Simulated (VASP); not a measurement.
# Mo in VASP: a series of runs, part 2 of 2

VASP 6.6.1. Earlier steps stand in the parts before.

## 3. Single point, BLYP+D4, non-collinear spin, zero start, spin-orbit coupling (volume scaled by 1.06)

Contents of INCAR:

```
SYSTEM = Mo
AGGAC    = 1.0          
AGGAX    = 1.0          
ALDAC    = 0.0          
ALDAX    = 1.0          
ALGO     = Normal         ! electronic algorithm
EDIFF    = 1E-6           ! SCF threshold, eV
ENCUT    = 520            ! plane-wave cutoff, eV
GGA      = B5             ! functional
GGA_COMPAT= .FALSE.      
ISIF     = 2              ! what is computed and relaxed
ISMEAR   = 0              ! smearing method
IVDW     = 13             ! dispersion correction
LASPH    = .TRUE.         ! aspherical terms in the spheres
LCHARG   = .TRUE.         ! write CHGCAR
LMAXMIX  = 4              ! l up to which the mixer works
LORBIT   = 11             ! projections on sites
LORBMOM  = .TRUE.       
LREAL    = .FALSE.        ! projectors in reciprocal space
LSORBIT  = .TRUE.         ! spin-orbit coupling
LVHAR    = .TRUE.       
LWAVE    = .FALSE.        ! write WAVECAR
MAGMOM   = 0 0 0          ! initial moments
NBANDS   = 25             ! bands
NELM     = 150            ! most SCF steps
PREC     = Accurate       ! precision mode
SIGMA    = 0.15           ! smearing width, eV
VDW_A1   = 0.44488865   
VDW_A2   = 4.0933009    
VDW_S6   = 1.0          
VDW_S8   = 2.34076671
```

Contents of KPOINTS:

```
k-points
0
G
  8 8 8
  0 0 0
```

Contents of POSCAR:

```
Mo
1.0
    0.0000000000      2.0545198372      2.0545198372
    2.0545198372      0.0000000000      2.0545198372
    2.0545198372      2.0545198372      0.0000000000
Mo
1
Direct
    0.0000000000      0.0000000000      0.0000000000
```

Potentials or basis: VASP PAW PBE potentials, release 64 (Mo_sv).

Run with:

```sh
> cat potpaw_PBE.64/Mo_sv/POTCAR > POTCAR
> mpirun -np 1 vasp_ncl > vasp.out
```

OUTCAR:

```text
SYSTEM = Mo
   EDIFF = 1E-6
   ENCUT = 520
   GGA = B5
   ISIF = 2
   ISMEAR = 0
   IVDW = 13
   LASPH = .TRUE.
   LORBIT = 11
   LREAL = .FALSE.
   LSORBIT = .TRUE.
   NELM = 150
   PREC = Accurate

 ion  position               nearest neighbor table
   1  0.000  0.000  0.000-

  LATTYP: Found a face centered cubic cell.
 ALAT       =     4.1090396744

  Lattice vectors:

 A1 = (   0.0000000000,   2.0545198372,   2.0545198372)
 A2 = (   2.0545198372,   0.0000000000,   2.0545198372)
 A3 = (   2.0545198372,   2.0545198372,   0.0000000000)

Analysis of symmetry for initial positions (statically):
=====================================================================
 Subroutine PRICEL returns:
 Original cell was already a primitive cell.

 Routine SETGRP: Setting up the symmetry group for a
 face centered cubic supercell.

 Subroutine GETGRP returns: Found 48 space group operations
 (whereof 48 operations were pure point group operations)
 out of a pool of 48 trial point group operations.

The static configuration has the point symmetry O_h .

Analysis of symmetry for dynamics (positions and initial velocities):
=====================================================================
[... 885 lines left out ...]
  ---------------------------------------------------
  free  energy   TOTEN  =       -10.2562800786 eV

  energy  without entropy=      -10.2373330090  energy(sigma->0) =      -10.24680654

 orbital moment (x)

 # of ion     p       d       tot
 ----------------------------------------
  1         0.000  -0.000  -0.000
 ----------------------------------------
            0.000  -0.000  -0.000

 orbital moment (y)

 # of ion     p       d       tot
 ----------------------------------------
  1         0.000  -0.000  -0.000
 ----------------------------------------
            0.000  -0.000  -0.000

 orbital moment (z)

 # of ion     p       d       tot
 ----------------------------------------
  1         0.000   0.000   0.000
 ----------------------------------------
            0.000   0.000   0.000

 Spin-Orbit-Coupling matrix elements

 Ion:    1  E_soc:     -0.2168280
 l=   1
     0.0000000    -0.0303109    -0.0303109
    -0.0303109     0.0000000    -0.0303109
    -0.0303109    -0.0303109     0.0000000
 l=   2
     0.0000000    -0.0013041     0.0000000    -0.0013041    -0.0045229
    -0.0013041     0.0000000    -0.0033922    -0.0013041    -0.0011307
     0.0000000    -0.0033922     0.0000000    -0.0033922     0.0000000
    -0.0013041    -0.0013041    -0.0033922     0.0000000    -0.0011307
    -0.0045229    -0.0011307     0.0000000    -0.0011307     0.0000000
 l=   3
     0.0000000     0.0000000     0.0000000     0.0000000     0.0000000     0.0000000     0.0000000
     0.0000000     0.0000000     0.0000000     0.0000000     0.0000000     0.0000000     0.0000000
     0.0000000     0.0000000     0.0000000     0.0000000     0.0000000     0.0000000     0.0000000
     0.0000000     0.0000000     0.0000000     0.0000000     0.0000000     0.0000000     0.0000000
     0.0000000     0.0000000     0.0000000     0.0000000     0.0000000     0.0000000     0.0000000
     0.0000000     0.0000000     0.0000000     0.0000000     0.0000000     0.0000000     0.0000000
     0.0000000     0.0000000     0.0000000     0.0000000     0.0000000     0.0000000     0.0000000

 total charge

# of ion       s       p       d       tot
------------------------------------------
    1        2.361   6.143   3.884  12.389

 magnetization (x)

# of ion       s       p       d       tot
------------------------------------------
    1        0.000  -0.000   0.000  -0.000

 magnetization (y)

# of ion       s       p       d       tot
------------------------------------------
    1        0.000   0.000   0.000   0.000

 magnetization (z)

# of ion       s       p       d       tot
------------------------------------------
    1       -0.000  -0.000   0.000  -0.000
```

stdout:

```text
POSCAR found type information on POSCAR Mo
 POSCAR found :  1 types and       1 ions
 scaLAPACK will be used
 -----------------------------------------------------------------------------
|                                                                             |
|                                                                             |
|     You enforced a specific xc type in the INCAR file but a different       |
|     I HOPE YOU KNOW WHAT YOU ARE DOING!                                     |
|                                                                             |
 -----------------------------------------------------------------------------

 LDA part: xc-table for (Slater(with rela. corr.)+VWN5), standard interpolation
 POSCAR, INCAR and KPOINTS ok, starting setup
 FFT: planning ... GRIDC
 FFT: planning ... GRID_SOFT
 FFT: planning ... GRID
 WAVECAR not read
 entering main loop
```

Run time: 19 s. Hardware: 1 thread of Intel Xeon 6975P-C (Granite Rapids), shared host; peak memory 0.19 GiB.

Results:

| Item | Value |
| --- | --- |
| Free energy | -10.2563 eV |
| Pressure | -16.8 GPa |
| Net moment | 0.00 μB per cell |
| Valence electrons inside the program's atomic spheres | Mo 12.39 |
| Dispersion energy per atom | -1.050 eV |

Moments on the atoms (μB; x, y, z):
```
Mo  0.00 0.00 0.00
```

Caveat: the PAW data sets were made with another functional, which shifts forces and pressure a little.

## 4. Single point, BLYP, non-collinear spin, zero start, spin-orbit coupling (volume scaled by 1.06)

Contents of INCAR:

```
SYSTEM = Mo
AGGAC    = 1.0          
AGGAX    = 1.0          
ALDAC    = 0.0          
ALDAX    = 1.0          
ALGO     = Normal         ! electronic algorithm
EDIFF    = 1E-7           ! SCF threshold, eV
ENCUT    = 520            ! plane-wave cutoff, eV
GGA      = B5             ! functional
GGA_COMPAT= .False.      
ISIF     = 2              ! what is computed and relaxed
ISMEAR   = -1             ! smearing method
LASPH    = .True.         ! aspherical terms in the spheres
LCHARG   = .True.         ! write CHGCAR
LMAXMIX  = 4              ! l up to which the mixer works
LORBIT   = 11             ! projections on sites
LORBMOM  = .True.       
LREAL    = .False.        ! projectors in reciprocal space
LSORBIT  = .True.         ! spin-orbit coupling
LVHAR    = .True.       
LWAVE    = .False.        ! write WAVECAR
MAGMOM   = 0 0 0          ! initial moments
NBANDS   = 25             ! bands
NELM     = 150            ! most SCF steps
PREC     = Accurate       ! precision mode
SIGMA    = 0.05           ! smearing width, eV
```

Contents of KPOINTS:

```
k-points
0
Gamma
  8 8 8
  0 0 0
```

POSCAR is that of step 3.

Run with:

```sh
> cat potpaw_PBE.64/Mo_sv/POTCAR > POTCAR
> mpirun -np 1 vasp_ncl > vasp.out
```

Wall time 18 s (1 thread of Intel Xeon 6975P-C (Granite Rapids), shared host); peak memory 0.19 GiB.

It converged, with:

| Item | Value |
| --- | --- |
| Free energy | -9.2030 eV |
| Pressure | -7.1 GPa |
| Net moment | 0.00 μB per cell |
| Valence electrons inside the program's atomic spheres | Mo 12.39 |

Moments on the atoms (μB; x, y, z):
```
Mo  0.00 0.00 0.00
```

Caveat: the PAW data sets were made with another functional, which shifts forces and pressure a little.

## 5. Single point, BLYP+D4, non-collinear spin, zero start, spin-orbit coupling (volume scaled by 0.94)

Contents of INCAR:

```
PREC = Accurate
ENCUT = 520
EDIFF = 1E-7
ISMEAR = 0
SIGMA = 0.15
LREAL = False
LASPH = True
NELM = 150
ALGO = Normal
ISIF = 2
LWAVE = False
LCHARG = True
MAGMOM = 0 0 0
LORBIT = 11
LSORBIT = True
GGA_COMPAT = False
LORBMOM = True
LMAXMIX = 4
GGA = B5
ALDAX = 1.0
AGGAX = 1.0
AGGAC = 1.0
ALDAC = 0.0
IVDW = 13
VDW_S6 = 1.0
VDW_S8 = 2.34076671
VDW_A1 = 0.44488865
VDW_A2 = 4.0933009
LVHAR = True
NBANDS = 25
```

Contents of KPOINTS:

```
regular mesh
0
Gamma
  8 8 8
```

Contents of POSCAR:

```
Mo
1.0
    0.0000000000      1.9738660091      1.9738660091
    1.9738660091      0.0000000000      1.9738660091
    1.9738660091      1.9738660091      0.0000000000
Mo
1
Direct
    0.0000000000      0.0000000000      0.0000000000
```

Run with:

```sh
> cat potpaw_PBE.64/Mo_sv/POTCAR > POTCAR
> mpirun -np 1 vasp_ncl > vasp.out
```

It took 29 s on 1 thread of Intel Xeon Platinum 8259CL at 2.50GHz (Skylake/Cascade Lake), shared host; peak memory 0.19 GiB.

The run converged. Its results:

* Free energy: -10.3220 eV
* Pressure: 8.7 GPa
* Net moment: 0.00 μB per cell
* Valence electrons inside the program's atomic spheres: Mo 12.64
* Dispersion energy per atom: -1.184 eV

Moments on the atoms (μB; x, y, z):
```
Mo  0.00 0.00 0.00
```

Caveat: the PAW data sets were made with another functional, which shifts forces and pressure a little.

## 6. Summary

```csv
level,spin,cell,smearing,pressure (GPa),moment (μB)
BLYP,"non-collinear, typed start","a = 2.837, b = 2.922, c = 2.872 Å, angles 58.5, 59.7, 58.2°, 1 atom",fermi-dirac 0.01 eV,4.9,0.00
BLYP+D4,"non-collinear, zero start, SOC","a = 2.906 Å, angles 60.0°, 1 atom",gaussian 0.15 eV,-16.8,0.00
BLYP,"non-collinear, zero start, SOC","a = 2.906 Å, angles 60.0°, 1 atom",fermi-dirac 0.05 eV,-7.1,0.00
BLYP+D4,"non-collinear, zero start, SOC","a = 2.791 Å, angles 60.0°, 1 atom",gaussian 0.15 eV,8.7,0.00
```

Alike in all rows: task single point; potentials or basis VASP PAW PBE potentials, release 64 (Mo_sv); k mesh 8 × 8 × 8; cutoff (eV) 520.

Caveats: the PAW data sets were made with another functional, which shifts forces and pressure a little.

Absolute energies hang on the potentials; compare differences alone.
